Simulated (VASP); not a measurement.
Te2Mo: relaxation of shape and atoms at fixed volume with PBE+D3(BJ)

Te2Mo:

```xyz
6
Lattice="3.5310 0.0000 0.0000 -1.7655 3.0579 0.0000 0.0000 0.0000 13.8374" Properties=species:S:1:pos:R:3 pbc="T T T"
Te    0.0000    2.0386    8.5425
Te    1.7655    1.0193    1.6238
Te    0.0000    2.0386   12.2136
Te    1.7655    1.0193    5.2949
Mo    0.0000    2.0386    3.4594
Mo    1.7655    1.0193   10.3781
```

This cell differs from its parent crystal: volume scaled by 1.03.

| Quantity | Value |
| --- | --- |
| Program | VASP 6.6.1 |
| Task | relaxation of shape and atoms at fixed volume |
| Functional | PBE |
| Dispersion | D3(BJ) |
| Potentials or basis | VASP PAW PBE potentials, release 64 (Te, Mo_sv) |
| Cutoff | 600 eV |
| k mesh | 9 × 9 × 2 |
| Occupations | gaussian, width 0.02 eV |
| Spin | no spin polarisation |
| Dipole correction | no |
| Further INCAR settings | ALGO = Normal; EDIFF = 1e-06; IBRION = 2; EDIFFG = -0.01; NSW = 50; ISIF = 4 |

```yaml
Energy_gained_by_relaxing: 3.9 meV/atom
Ionic_steps: 5
Pressure_after_relaxing: -1.2 GPa
Largest_force_after_relaxing: 0.005 eV/Å
Band_gap_on_the_k_mesh: 0.76 eV, indirect (least direct gap 1.05 eV)
Dispersion_energy_per_atom: -0.538 eV
```

Forces on the atoms (eV/Å):
```
Te   0.000  0.000 -0.005
Te   0.000  0.000 -0.005
Te   0.000  0.000  0.005
Te   0.000  0.000  0.005
Mo   0.000  0.000  0.000
Mo   0.000  0.000  0.000
```

Stress tensor (GPa, compression positive):
```
-1.21  0.00  0.00
 0.00 -1.21  0.00
 0.00  0.00 -1.13
```

The path:
```tsv
step	energy change (eV)	largest force (eV/Å)	pressure (GPa)	volume (Å³)
1	0.0000	0.3708	-2.99	149.41
2	-0.0158	0.0768	-1.85	149.41
3	-0.0159	0.0518	-1.77	149.41
4	-0.0207	0.0280	-1.56	149.41
5	-0.0235	0.0048	-1.18	149.41
```

Final structure:
```xyz
6
Lattice="3.5177 0.0000 0.0000 -1.7588 3.0464 0.0000 0.0000 0.0000 13.9425" Properties=species:S:1:pos:R:3 pbc="T T T"
Te    0.0000    2.0309    8.6423
Te    1.7588    1.0155    1.6711
Te    0.0000    2.0309   12.2714
Te    1.7588    1.0155    5.3002
Mo    0.0000    2.0309    3.4856
Mo    1.7588    1.0155   10.4568
```

Levels at points of the mesh, in eV from the valence-band top:
```
           k point  band 24  band 25  band 26  band 27  band 28  band 29
(0.00, 0.00, 0.00)    -0.99    -0.29     0.00     2.89     2.89     3.03
(0.00, 0.00, 0.50)    -1.00    -0.07    -0.07     2.93     2.93     2.93
```

Wall time 4.1 min on 1 thread of Intel(R) Xeon(R) 6975P-C (Granite Rapids), with other jobs on the host, peak memory 0.36 GiB.

Caveat: the cell differs from its parent crystal (volume scaled by 1.03); spin-orbit coupling is left out, which moves the levels of the heavy elements. A k mesh can miss the band edges.
